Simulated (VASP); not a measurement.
# Pt in VASP: notebook, part 2 of 2

VASP 6.6.1. The steps go on from the part before.

### 3 Relaxation of the atoms, LDA (atoms taken out)

The input, INCAR:

```
PREC = Accurate
ENCUT = 520
EDIFF = 1E-6
ISMEAR = 0
SIGMA = 0.1
LREAL = Auto
LASPH = T
NELM = 80
ALGO = Normal
ISIF = 2
LWAVE = F
LCHARG = F
LDIPOL = T
IDIPOL = 3
DIPOL = 0.5 0.5 0.492
IBRION = 2
NSW = 60
EDIFFG = -0.04
LUSENCCL = F
```

The input, KPOINTS:

```
regular mesh
0
Gamma
  5 5 1
```

The input, POSCAR:

```
Pt
1.0
    5.5377774600      0.0000000000      0.0000000000
    0.0000000000      5.5377774600      0.0000000000
    0.0000000000      0.0000000000     23.8736998881
Pt
15
Selective dynamics
Direct
    0.2500000000      0.2500000000      0.3769838794  F F F
    0.2500000000      0.7500000000      0.3769838794  F F F
    0.7500000000      0.2500000000      0.3769838794  F F F
    0.7500000000      0.7500000000      0.3769838794  F F F
    0.0000000000      0.0000000000      0.4589946298  F F F
    0.0000000000      0.5000000000      0.4589946298  F F F
    0.5000000000      0.0000000000      0.4589946298  F F F
    0.5000000000      0.5000000000      0.4589946298  F F F
    0.2500000000      0.2500000000      0.5410053702  T T T
    0.2500000000      0.7500000000      0.5410053702  T T T
    0.7500000000      0.2500000000      0.5410053702  T T T
    0.7500000000      0.7500000000      0.5410053702  T T T
    0.0000000000      0.5000000000      0.6230161206  T T T
    0.5000000000      0.0000000000      0.6230161206  T T T
    0.5000000000      0.5000000000      0.6230161206  T T T
```

Potentials or basis: VASP PAW LDA potentials, release 64 (Pt).

Launch:

```
cat potpaw_LDA.64/Pt/POTCAR > POTCAR
mpirun -np 1 vasp_std > vasp.out
```

OUTCAR:

```text
PREC = Accurate
   ENCUT = 520
   EDIFF = 1E-6
   ISMEAR = 0
   LREAL = Auto
   LASPH = T
   NELM = 80
   ISIF = 2
   IBRION = 2
   NSW = 60
   EDIFFG = -0.04

 ion  position               nearest neighbor table
   1  0.250  0.250  0.377-   2 2.77   3 2.77   2 2.77   3 2.77   7 2.77   8 2.77   5 2.77   6 2.77

   2  0.250  0.750  0.377-   1 2.77   4 2.77   1 2.77   4 2.77   7 2.77   8 2.77   5 2.77   6 2.77

   3  0.750  0.250  0.377-   1 2.77   4 2.77   4 2.77   1 2.77   7 2.77   8 2.77   5 2.77   6 2.77
[... 4 lines left out ...]
                             1 2.77   2 2.77   3 2.77   4 2.77
   6  0.000  0.500  0.459-   9 2.77  10 2.77  11 2.77  12 2.77   5 2.77   8 2.77   5 2.77   8 2.77
                             1 2.77   2 2.77   3 2.77   4 2.77
   7  0.500  0.000  0.459-   9 2.77  10 2.77  11 2.77  12 2.77   5 2.77   8 2.77   8 2.77   5 2.77
                             1 2.77   2 2.77   3 2.77   4 2.77
   8  0.500  0.500  0.459-   9 2.77  10 2.77  11 2.77  12 2.77   6 2.77   7 2.77   7 2.77   6 2.77
                             1 2.77   2 2.77   3 2.77   4 2.77
   9  0.250  0.250  0.541-   5 2.77   6 2.77   7 2.77   8 2.77  10 2.77  11 2.77  10 2.77  11 2.77
                            15 2.77  13 2.77  14 2.77
  10  0.250  0.750  0.541-   5 2.77   6 2.77   7 2.77   8 2.77   9 2.77  12 2.77   9 2.77  12 2.77
                            15 2.77  13 2.77  14 2.77
  11  0.750  0.250  0.541-   5 2.77   6 2.77   7 2.77   8 2.77   9 2.77  12 2.77  12 2.77   9 2.77
                            15 2.77  13 2.77  14 2.77
  12  0.750  0.750  0.541-   5 2.77   6 2.77   7 2.77   8 2.77  10 2.77  11 2.77  11 2.77  10 2.77
                            15 2.77  13 2.77  14 2.77
  13  0.000  0.500  0.623-  15 2.77  15 2.77  11 2.77  12 2.77   9 2.77  10 2.77
  14  0.500  0.000  0.623-  15 2.77  15 2.77  11 2.77  12 2.77   9 2.77  10 2.77
  15  0.500  0.500  0.623-  13 2.77  14 2.77  14 2.77  13 2.77   9 2.77  10 2.77  11 2.77  12 2.77

  LATTYP: Found a simple tetragonal cell.
 ALAT       =     5.5377774600
 C/A-ratio  =     4.3110616236

  Lattice vectors:

 A1 = (   5.5377774600,   0.0000000000,   0.0000000000)
 A2 = (   0.0000000000,   5.5377774600,   0.0000000000)
 A3 = (   0.0000000000,   0.0000000000,  23.8736998881)

Analysis of symmetry for initial positions (statically):
=====================================================================
 Subroutine PRICEL returns:
 Original cell was already a primitive cell.

 Routine SETGRP: Setting up the symmetry group for a
 simple tetragonal supercell.

 Subroutine GETGRP returns: Found  8 space group operations
 (whereof  8 operations were pure point group operations)
 out of a pool of 16 trial point group operations.

The static configuration has the point symmetry C_4v.

Analysis of symmetry for dynamics (positions and initial velocities):
=====================================================================
 Subroutine PRICEL returns:
 Original cell was already a primitive cell.

 Routine SETGRP: Setting up the symmetry group for a
 simple tetragonal supercell.

 Subroutine GETGRP returns: Found  8 space group operations
 (whereof  8 operations were pure point group operations)
 out of a pool of 16 trial point group operations.

The dynamic configuration has the point symmetry C_4v.

Analysis of constrained symmetry for selective dynamics:
=====================================================================
 Subroutine PRICEL returns:
 Original cell was already a primitive cell.

 Routine SETGRP: Setting up the symmetry group for a
 simple tetragonal supercell.

 Subroutine GETGRP returns: Found  8 space group operations
 (whereof  8 operations were pure point group operations)
[... 121 lines left out ...]
   NUPDOWN=      -1.0000    fix difference up-down
   EMIN   =  10.00;   EMAX   =-10.00  energy-range for DOS
   EFERMI =   0.00;   METHOD = LEGACY
   ISMEAR =     0;   SIGMA  =   0.10  broadening in eV -4-tet -1-fermi 0-gaus
   EFERMI_NEDOS =   21; number of points for ismear=-14 and -15
   IALGO  =     38    algorithm
   IMIX   =      4    mixing-type and parameters
     AMIX     =   0.40;   BMIX     =  1.00
     AMIX_MAG =   1.60;   BMIX_MAG =  1.00
  volume/ion in A,a.u.               =      48.81       329.38
  Fermi-wavevector in a.u.,A,eV,Ry     =   0.965106  1.823786 12.672868  0.931430
  Thomas-Fermi vector in A             =   2.094794
   LORBIT       =      0    0 simple, 1 ext, 2 COOP (PROOUT), +10 PAW based schemes
   GGA     = CA    functional components
   LHFCALC =     F    Hartree Fock is set to
   AEXX    =    0.0000 exact exchange contribution
   IVDW    =     0    specifies the selected vdW correction
   LEPSILON=     F    determine dielectric tensor
   LRPA    =     F    only Hartree local field effects (RPA)
 conjugate gradient relaxation of ions
 non-spin polarized calculation
 Gauss-broadening in eV      SIGMA  =   0.10
  energy-cutoff  :      520.00
  volume of cell :      732.13
 maximum number of plane-waves:     19789
 NGX is ok and might be reduce to    42
   NGX = 21   NGY = 21   NGZ = 89

 dipolmoment           0.000000      0.000000      0.051852 electrons x Angstroem

--------------------------------------- Ionic step        1  -------------------------------------------

 number of electron     150.0000030 magnetization

 Free energy of the ion-electron system (eV)
  ---------------------------------------------------
  ext. energy  EPLUGINS =         0.00000000
  ---------------------------------------------------
  free energy    TOTEN  =      -102.20150649 eV

  energy without entropy =     -102.03844433  energy(sigma->0) =     -102.11997541

------------------------ aborting loop because EDIFF is reached ----------------------------------------

  FORCE on cell =-STRESS in cart. coord.  units (eV):
  Direction    XX          YY          ZZ          XY          YZ          ZX
  --------------------------------------------------------------------------------------
  -------------------------------------------------------------------------------------
  Total      -26.7034937    -26.7034937    -17.0220428      0.0000000      0.0000000      0.0000000
  in kB      -58.4370035    -58.4370035    -37.2504507      0.0000000      0.0000000      0.0000000
  external PRESSURE =     -51.3748192 kB  Pullay stress =       0.0000000 kB
[... 128 lines left out ...]
  FREE ENERGIE OF THE ION-ELECTRON SYSTEM (eV)
  ---------------------------------------------------
  free  energy   TOTEN  =      -102.5618732215 eV

  energy  without entropy=     -102.4004100822  energy(sigma->0) =     -102.48114165

 vacuum level on the upper side and lower side of the slab       (xc-potential included)        -0.284        -0.009

[... ionic steps 4 to 8 ...]

--------------------------------------- Ionic step        9  -------------------------------------------

 number of electron     150.0000021 magnetization

------------------------ aborting loop because EDIFF is reached ----------------------------------------
[... 93 lines left out ...]
--------------------------------------- Ionic step       11  -------------------------------------------

 number of electron     150.0000020 magnetization

 dipolmoment           0.000000      0.000000     -0.049178 electrons x Angstroem

 Free energy of the ion-electron system (eV)
  ---------------------------------------------------
  ext. energy  EPLUGINS =         0.00000000
  ---------------------------------------------------
  free energy    TOTEN  =      -102.70210870 eV

  energy without entropy =     -102.55145053  energy(sigma->0) =     -102.62677961

 E-fermi :  -0.6522     XC(G=0):  -5.0663

 val. band max:       -0.6706560986   @ k =   0.2000   0.0000   0.0000
 cond. band min:      -0.6427130104   @ k =   0.0000   0.0000   0.0000
 fundamental gap:      0.0279430883
 Fermi energy:        -0.6521608604

 k-point     1 :       0.0000    0.0000    0.0000
  band No.  band energies     occupation
      1     -10.2784      2.00000
      2      -8.3624      2.00000
      3      -7.7363      2.00000
      4      -7.7363      2.00000
      5      -7.7233      2.00000
      6      -7.7180      2.00000
[... 529 lines left out ...]
     86       1.8181      0.00000
     87       2.6124      0.00000
 [bands above 87 left out]

------------------------ aborting loop because EDIFF is reached ----------------------------------------

 vacuum level on the upper side and lower side of the slab       (xc-potential included)        -0.147         0.136

  FORCE on cell =-STRESS in cart. coord.  units (eV):
  Direction    XX          YY          ZZ          XY          YZ          ZX
  --------------------------------------------------------------------------------------
  -------------------------------------------------------------------------------------
  Total      -17.5973615    -17.5973615     -5.1444065      0.0000000      0.0000000      0.0000000
  in kB      -38.5094583    -38.5094583    -11.2578415      0.0000000      0.0000000      0.0000000
  external PRESSURE =     -29.4255860 kB  Pullay stress =       0.0000000 kB
[... 30 lines left out ...]
  FREE ENERGIE OF THE ION-ELECTRON SYSTEM (eV)
  ---------------------------------------------------
  free  energy   TOTEN  =      -102.7021087046 eV

  energy  without entropy=     -102.5514505251  energy(sigma->0) =     -102.62677961

 reached required accuracy - stopping structural energy minimisation

 vacuum level on the upper side and lower side of the slab         5.094         5.384
```

Wall time 16 min (1 × NVIDIA H100 80GB with 1 thread of AMD EPYC 7R13 (Zen 3), shared host); peak memory 1.6 GiB.

What came out:

```
Free energy               : -102.7021 eV
Energy gained by relaxing : 33.4 meV/atom
Ionic steps               : 11
Band gap on the k mesh    : zero (bands 75 and 76 overlap by 0.49 eV)
```

Step by step:
| step | energy change (eV) | largest force on free atoms (eV/Å) | pressure (GPa) |
| --- | --- | --- | --- |
| 1 | 0.0000 | 1.7491 | -5.14 |
| 2 | -0.2984 | 0.9377 | -4.68 |
| 3 | -0.3604 | 0.5086 | -4.24 |
| 4 | -0.4143 | 0.3739 | -3.99 |
| 5 | -0.4606 | 0.5446 | -3.33 |
| 6 | -0.4932 | 0.2901 | -3.00 |
| 7 | -0.4973 | 0.1535 | -2.82 |
| 8 | -0.4998 | 0.0723 | -2.88 |
| 9 | -0.5003 | 0.0516 | -2.91 |
| 10 | -0.5003 | 0.0499 | -2.92 |
| 11 | -0.5006 | 0.0161 | -2.94 |

Final structure:
```
Pt
1.0
     5.53778    0.00000    0.00000
     0.00000    5.53778    0.00000
     0.00000    0.00000   23.87370
Pt
15
Direct
  0.25000 0.25000 0.37698
  0.25000 0.75000 0.37698
  0.75000 0.25000 0.37698
  0.75000 0.75000 0.37698
  0.00000 0.00000 0.45899
  0.00000 0.50000 0.45899
  0.50000 0.00000 0.45899
  0.50000 0.50000 0.45899
  0.24505 0.24505 0.53896
  0.24505 0.75495 0.53896
  0.75495 0.24505 0.53896
  0.75495 0.75495 0.53896
  0.00000 0.50000 0.61266
  0.50000 0.00000 0.61266
  0.50000 0.50000 0.61566
```

Levels at points of the mesh, in eV from the Fermi level:
| k point | band 72 | band 73 | band 74 | band 75 | band 76 | band 77 |
| --- | --- | --- | --- | --- | --- | --- |
| (0.00, 0.00, 0.00) | 0.12 | 0.15 | 0.26 | 0.26 | 0.41 | 0.43 |

Caveat: the cell differs from its parent crystal (atoms taken out); spin-orbit coupling is left out, which moves the levels of the heavy elements.

The gap in the log of VASP goes by the Fermi energy; the results here count the filled bands.